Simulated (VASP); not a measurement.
# GaN (F-43m) in VASP: settings compared

GaN is run at these levels: PBE, LDA; tasks: single point.

Program: VASP 6.6.1. These are calculated values, not measurements. Logs are shortened: lines on timing, memory, paths and dates and some standing lists are left out, and cuts for length are marked.

### 1 The cell of the first run

The structure is cubic, space group F-43m (No. 216). The conventional cell has a = 4.498 Å, b = 4.498 Å, c = 4.498 Å, α = 90.00°, β = 90.00°, γ = 90.00°. Within 2.6 Å of Ga (site symmetry -43m) lie 4 N at 1.95 Å. Within 2.6 Å of N (site symmetry -43m) lie 4 Ga at 1.95 Å.

### 2 Single point, PBE

File INCAR:

```
  PREC = Accurate
  ENCUT = 520
  EDIFF = 1E-6
  ISMEAR = 0
  SIGMA = 0.01
  LREAL = False
  LASPH = True
  NELM = 100
  ALGO = Normal
  ISIF = 2
  LWAVE = False
  LCHARG = False
  GGA = PE
  NBANDS = 16
```

File KPOINTS:

```
Automatic mesh
0
Gamma
  6 6 6
```

File POSCAR:

```
GaN
1.0
    0.0000000000      2.2489526313      2.2489526313
    2.2489526313      0.0000000000      2.2489526313
    2.2489526313      2.2489526313      0.0000000000
Ga N
1 1
Direct
    0.0000000000      0.0000000000      0.0000000000
    0.7500000000      0.7500000000      0.7500000000
```

Potentials or basis: VASP PAW PBE potentials, release 64 (Ga_d, N).

Started as:

```console
cat potpaw_PBE.64/Ga_d/POTCAR potpaw_PBE.64/N/POTCAR > POTCAR
mpirun -np 1 vasp_std > vasp.out
```

OUTCAR:

```text
PREC = Accurate
   ENCUT = 520
   EDIFF = 1E-6
   ISMEAR = 0
   LREAL = False
   LASPH = True
   NELM = 100
   ISIF = 2
   GGA = PE

 ion  position               nearest neighbor table
   1  0.000  0.000  0.000-   2 1.95   2 1.95   2 1.95   2 1.95
   2  0.750  0.750  0.750-   1 1.95   1 1.95   1 1.95   1 1.95

  LATTYP: Found a face centered cubic cell.
 ALAT       =     4.4979052626

  Lattice vectors:

 A1 = (   0.0000000000,   2.2489526313,   2.2489526313)
 A2 = (   2.2489526313,   0.0000000000,   2.2489526313)
 A3 = (   2.2489526313,   2.2489526313,   0.0000000000)

Analysis of symmetry for initial positions (statically):
=====================================================================
 Subroutine PRICEL returns:
 Original cell was already a primitive cell.

 Routine SETGRP: Setting up the symmetry group for a
 face centered cubic supercell.

 Subroutine GETGRP returns: Found 24 space group operations
 (whereof 24 operations were pure point group operations)
 out of a pool of 48 trial point group operations.

The static configuration has the point symmetry T_d .

Analysis of symmetry for dynamics (positions and initial velocities):
=====================================================================
 Subroutine PRICEL returns:
 Original cell was already a primitive cell.

 Routine SETGRP: Setting up the symmetry group for a
 face centered cubic supercell.

 Subroutine GETGRP returns: Found 24 space group operations
 (whereof 24 operations were pure point group operations)
 out of a pool of 48 trial point group operations.

The dynamic configuration has the point symmetry T_d .

 Subroutine INISYM returns: Found 24 space group operations
 (whereof 24 operations are pure point group operations),
 and found     1 'primitive' translations

----------------------------------------------------------------------------------------

                                     Primitive cell

  volume of cell :      22.7495

  direct lattice vectors                    reciprocal lattice vectors
     0.000000000  2.248952631  2.248952631    -0.222325714  0.222325714  0.222325714
     2.248952631  0.000000000  2.248952631     0.222325714 -0.222325714  0.222325714
     2.248952631  2.248952631  0.000000000     0.222325714  0.222325714 -0.222325714

  length of vectors
     3.180499312  3.180499312  3.180499312     0.385079433  0.385079433  0.385079433

  position of ions in fractional coordinates (direct lattice)
     0.000000000  0.000000000  0.000000000
     0.750000000  0.750000000  0.750000000

  ion indices of the primitive-cell ions
   primitive index   ion index
                 1           1
                 2           2

----------------------------------------------------------------------------------------

 KPOINTS: Automatic mesh

Automatic generation of k-mesh.
 Grid dimensions read from file:
 generate k-points for:    6    6    6

 Generating k-lattice:

  Cartesian coordinates                     Fractional coordinates (reciprocal lattice)
    -0.037054286  0.037054286  0.037054286     0.166666667  0.000000000  0.000000000
     0.037054286 -0.037054286  0.037054286     0.000000000  0.166666667  0.000000000
     0.037054286  0.037054286 -0.037054286     0.000000000  0.000000000  0.166666667

  Length of vectors
     0.064179905  0.064179905  0.064179905

  Shift w.r.t. Gamma in fractional coordinates (k-lattice)
     0.000000000  0.000000000  0.000000000

 Subroutine IBZKPT returns following result:
 ===========================================

 Found     16 irreducible k-points:

 Following reciprocal coordinates:
            Coordinates               Weight
  0.000000  0.000000  0.000000      1.000000
  0.166667  0.000000  0.000000      8.000000
  0.333333  0.000000  0.000000      8.000000
  0.500000  0.000000  0.000000      4.000000
  0.166667  0.166667  0.000000      6.000000
  0.333333  0.166667  0.000000     24.000000
[... 8 lines left out ...]
 -0.333333  0.333333  0.166667     24.000000
 -0.333333  0.500000  0.166667     12.000000
   k-points           NKPTS =     16   k-points in BZ     NKDIM =     16   number of bands    NBANDS=     16
   number of dos      NEDOS =    301   number of ions     NIONS =      2
   total plane-waves  NPLWV =  13824
   dimension x,y,z NGX =    24 NGY =   24 NGZ =   24
   dimension x,y,z NGXF=    48 NGYF=   48 NGZF=   48
   ions per type =               1   1
   NGX,Y,Z   is equivalent  to a cutoff of  12.54, 12.54, 12.54 a.u.
   NGXF,Y,Z  is equivalent  to a cutoff of  25.09, 25.09, 25.09 a.u.
 SYSTEM =  unknown system
   PREC   = accura    normal or accurate (medium, high low for compatibility)
   ISTART =      0    job   : 0-new  1-cont  2-samecut
   ICHARG =      2    charge: 1-file 2-atom 10-const
   ISPIN  =      1    spin polarized calculation?
   LNONCOLLINEAR =      F non collinear calculations
   LSORBIT =      F    spin-orbit coupling
   LASPH  =      T    aspherical Exc in radial PAW
   ENCUT  =  520.0 eV  38.22 Ry    6.18 a.u.   5.91  5.91  5.91*2*pi/ulx,y,z
   NELM   =    100;   NELMIN=  2; NELMDL= -5     # of ELM steps
   EDIFF  = 0.1E-05   stopping-criterion for ELM
   LREAL  =      F    real-space projection
   EDIFFG = 0.1E-04   stopping-criterion for IOM
   NSW    =      0    number of steps for IOM
   IBRION =     -1    ionic relax: 0-MD 1-quasi-New 2-CG
   NFREE  =      0    steps in history (QN), initial steepest desc. (CG)
   ISIF   =      2    stress and relaxation
   ISYM   =      2    0-nonsym 1-usesym 2-fastsym
   POTIM  = 0.5000    time-step for ionic-motion
   TEBEG  =    0.0;   TEEND  =   0.0 temperature during run
   PSTRESS=    0.0 pullay stress
   NELECT =      18.0000    total number of electrons
   NUPDOWN=      -1.0000    fix difference up-down
   EMIN   =  10.00;   EMAX   =-10.00  energy-range for DOS
   EFERMI =   0.00;   METHOD = LEGACY
   ISMEAR =     0;   SIGMA  =   0.01  broadening in eV -4-tet -1-fermi 0-gaus
   EFERMI_NEDOS =   21; number of points for ismear=-14 and -15
   IALGO  =     38    algorithm
   IMIX   =      4    mixing-type and parameters
     AMIX     =   0.40;   BMIX     =  1.00
     AMIX_MAG =   1.60;   BMIX_MAG =  1.00
  volume/ion in A,a.u.               =      11.37        76.76
  Fermi-wavevector in a.u.,A,eV,Ry     =   1.514173  2.861371 31.194328  2.292718
  Thomas-Fermi vector in A             =   2.623866
   LORBIT       =      0    0 simple, 1 ext, 2 COOP (PROOUT), +10 PAW based schemes
   GGA     = PE    functional components
   LHFCALC =     F    Hartree Fock is set to
   AEXX    =    0.0000 exact exchange contribution
   IVDW    =     0    specifies the selected vdW correction
   LEPSILON=     F    determine dielectric tensor
   LRPA    =     F    only Hartree local field effects (RPA)
 non-spin polarized calculation
 Gauss-broadening in eV      SIGMA  =   0.01
  energy-cutoff  :      520.00
  volume of cell :       22.75
 maximum number of plane-waves:       624
   NGX = 11   NGY = 11   NGZ = 11

 number of electron      18.0000009 magnetization

 Free energy of the ion-electron system (eV)
  ---------------------------------------------------
  ext. energy  EPLUGINS =         0.00000000
  ---------------------------------------------------
  free energy    TOTEN  =       -12.13378253 eV

  energy without entropy =      -12.13378253  energy(sigma->0) =      -12.13378253

 E-fermi :   5.4067     XC(G=0): -11.6982

 val. band max:        5.3522813918   @ k =   0.0000   0.0000   0.0000
 cond. band min:       7.1138478912   @ k =   0.0000   0.0000   0.0000
 fundamental gap:      1.7615664994
 Fermi energy:         5.4067023365

 k-point     1 :       0.0000    0.0000    0.0000
  band No.  band energies     occupation
      1     -10.6346      2.00000
      2      -8.0992      2.00000
      3      -8.0992      2.00000
      4      -8.0992      2.00000
      5      -7.7735      2.00000
      6      -7.7735      2.00000
[... 8 lines left out ...]
     15      24.2498      0.00000
     16      24.2499      0.00000

 k-point     2 :       0.1667    0.0000    0.0000
  band No.  band energies     occupation
      1     -10.3466      2.00000
      2      -8.0647      2.00000
      3      -8.0647      2.00000
      4      -7.9730      2.00000
      5      -7.7750      2.00000
      6      -7.7749      2.00000
[... 8 lines left out ...]
     15      22.3014      0.00000
     16      22.3014      0.00000

 k-point     3 :       0.3333    0.0000    0.0000
  band No.  band energies     occupation
      1      -9.8644      2.00000
      2      -8.0188      2.00000
      3      -8.0188      2.00000
      4      -7.7524      2.00000
      5      -7.7523      2.00000
      6      -7.3114      2.00000
[... 8 lines left out ...]
     15      23.0724      0.00000
     16      23.0724      0.00000

 k-point     4 :       0.5000    0.0000    0.0000
  band No.  band energies     occupation
      1      -9.7070      2.00000
      2      -8.0100      2.00000
      3      -8.0100      2.00000
      4      -7.7256      2.00000
      5      -7.7256      2.00000
      6      -6.5273      2.00000
[... 8 lines left out ...]
     15      25.0859      0.00000
     16      25.0859      0.00000
[... 172 lines left out ...]
 k-point    14 :       0.5000    0.3333    0.1667
  band No.  band energies     occupation
      1      -9.6385      2.00000
      2      -7.9619      2.00000
      3      -7.9407      2.00000
      4      -7.8333      2.00000
      5      -7.7362      2.00000
      6      -6.6582      2.00000
[... 8 lines left out ...]
     15      25.3062      0.00000
     16      27.8523      0.00000

 k-point    15 :      -0.3333    0.3333    0.1667
  band No.  band energies     occupation
      1      -9.5645      2.00000
      2      -7.9762      2.00000
      3      -7.9093      2.00000
      4      -7.7971      2.00000
      5      -7.7501      2.00000
      6      -6.0302      2.00000
[... 8 lines left out ...]
     15      24.2917      0.00000
     16      28.2586      0.00000

 k-point    16 :      -0.3333    0.5000    0.1667
  band No.  band energies     occupation
      1      -9.5294      2.00000
      2      -7.9672      2.00000
      3      -7.8918      2.00000
      4      -7.7820      2.00000
      5      -7.7332      2.00000
      6      -5.8836      2.00000
[... 8 lines left out ...]
     15      26.0798      0.00000
     16      28.4746      0.00000

------------------------ aborting loop because EDIFF is reached ----------------------------------------

  FORCE on cell =-STRESS in cart. coord.  units (eV):
  Direction    XX          YY          ZZ          XY          YZ          ZX
  --------------------------------------------------------------------------------------
  -------------------------------------------------------------------------------------
  Total        0.8854183      0.8854183      0.8854183      0.0000000      0.0000000      0.0000000
  in kB       62.3574257     62.3574257     62.3574257      0.0000000      0.0000000      0.0000000
  external PRESSURE =      62.3574257 kB  Pullay stress =       0.0000000 kB

 VOLUME and BASIS-vectors are now :
 -----------------------------------------------------------------------------
  energy-cutoff  :      520.00
  volume of cell :       22.75
      direct lattice vectors                 reciprocal lattice vectors
     0.000000000  2.248952631  2.248952631    -0.222325714  0.222325714  0.222325714
     2.248952631  0.000000000  2.248952631     0.222325714 -0.222325714  0.222325714
     2.248952631  2.248952631  0.000000000     0.222325714  0.222325714 -0.222325714

 POSITION                                       TOTAL-FORCE (eV/Angst)
 -----------------------------------------------------------------------------------
      0.00000      0.00000      0.00000        -0.000000     -0.000000     -0.000000
      3.37343      3.37343      3.37343         0.000000      0.000000      0.000000
 -----------------------------------------------------------------------------------
    total drift:                               -0.000002     -0.000002     -0.000002

  FREE ENERGIE OF THE ION-ELECTRON SYSTEM (eV)
  ---------------------------------------------------
  free  energy   TOTEN  =       -12.1337825280 eV

  energy  without entropy=      -12.1337825280  energy(sigma->0) =      -12.13378253
```

It took 3.3 s on 1 thread of Intel Xeon 6975P-C (Granite Rapids), shared host; peak memory 0.13 GiB.

Results:

* Free energy: -12.1338 eV
* Pressure: 6.2 GPa
* Band gap on the k mesh: 1.76 eV, direct

Levels at points of the mesh, in eV from the valence-band top:
| k point | band 7 | band 8 | band 9 | band 10 | band 11 | band 12 |
| --- | --- | --- | --- | --- | --- | --- |
| (0.00, 0.00, 0.00) | 0.00 | 0.00 | 0.00 | 1.76 | 10.34 | 10.34 |
| (0.50, 0.00, 0.00) | -7.08 | -0.98 | -0.98 | 4.68 | 8.76 | 10.39 |
| (0.50, 0.50, 0.00) | -6.15 | -2.72 | -2.72 | 3.35 | 6.70 | 11.75 |

### 3 Single point, LDA

This run uses another cell than the first one, of 11.05 Å³/atom, 0.972 times its volume.

File INCAR:

```
PREC = Accurate
ENCUT = 520
EDIFF = 1E-7
ISMEAR = -1
SIGMA = 0.02
LREAL = F
LASPH = T
NELM = 80
ALGO = Normal
ISIF = 2
LWAVE = F
LCHARG = F
NBANDS = 16
```

File KPOINTS:

```
regular mesh
0
Gamma
  8 8 8
```

File POSCAR:

```
GaN
1.0
    0.0000000000      2.2276639322      2.2276639322
    2.2276639322      0.0000000000      2.2276639322
    2.2276639322      2.2276639322      0.0000000000
Ga N
1 1
Direct
    0.0000000000      0.0000000000      0.0000000000
    0.7500000000      0.7500000000      0.7500000000
```

Potentials or basis: VASP PAW LDA potentials, release 64 (Ga_d, N).

Started as:

```console
cat potpaw_LDA.64/Ga_d/POTCAR potpaw_LDA.64/N/POTCAR > POTCAR
mpirun -np 1 vasp_std > vasp.out
```

Run time: 4.3 s. Hardware: 1 thread of Intel Xeon 6975P-C (Granite Rapids), shared host; peak memory 0.13 GiB.

It converged, with:

- Free energy: -13.9434 eV
- Pressure: 1.1 GPa
- Band gap on the k mesh: 1.97 eV, direct

Levels at points of the mesh, in eV from the valence-band top:
```tsv
k point	band 7	band 8	band 9	band 10	band 11	band 12
(0.00, 0.00, 0.00)	0.00	0.00	0.00	1.97	10.33	10.33
(0.50, 0.00, 0.00)	-7.35	-1.02	-1.02	4.78	8.77	10.38
(0.50, 0.50, 0.00)	-6.35	-2.86	-2.86	3.26	6.68	11.75
```
